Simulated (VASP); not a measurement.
Here is a VASP 6.6.1 calculation.

The input INCAR:

```
ALGO = Normal ; EDIFF = 1E-6
ENCUT = 520 ; GGA = PE
ISIF = 2 ; ISMEAR = 0
LASPH = T ; LCHARG = F
LREAL = F ; LWAVE = F
NBANDS = 22 ; NELM = 60
PREC = Accurate ; SIGMA = 0.05
```

The input KPOINTS:

```
k-points
0
Gamma
  1 1 13
```

File POSCAR:

```
H3C2
1.0
   12.0000000000      0.0000000000      0.0000000000
    0.0000000000     13.2000000000      0.0000000000
    0.0000000000      0.0000000000      2.5494868649
C H
4 6
Direct
    0.5505601263      0.4641029075      0.0000000000
    0.4470288325      0.6002748178      0.5000000000
    0.5529711675      0.3997251822      0.5000000000
    0.4494398737      0.5358970925      1.0000000000
    0.6261910825      0.5122867560      0.0000000000
    0.5196351508      0.6518171588      0.5000000000
    0.3724710787      0.6491210649      0.5000000000
    0.4803648492      0.3481828412      0.5000000000
    0.6275289213      0.3508789351      0.5000000000
    0.3738089175      0.4877132440      1.0000000000
```

Potentials or basis: VASP PAW PBE potentials, release 64 (C, H).

Run with:

```console
$ cat potpaw_PBE.64/C/POTCAR potpaw_PBE.64/H/POTCAR > POTCAR
$ mpirun -np 1 vasp_std > vasp.out
```

What does it give for the largest force?

0.025 eV/Å.

What does it give for the band gap on the k mesh?

5.13 eV.

Forces in eV/Å, atoms in the order of the input:
```
C    0.009  0.001  0.000
C    0.003  0.001  0.000
C   -0.003 -0.001  0.000
C   -0.009 -0.001  0.000
H    0.019  0.014  0.000
H    0.018  0.018  0.000
H   -0.019  0.017  0.000
H   -0.018 -0.018  0.000
H    0.019 -0.017  0.000
H   -0.019 -0.014  0.000
```
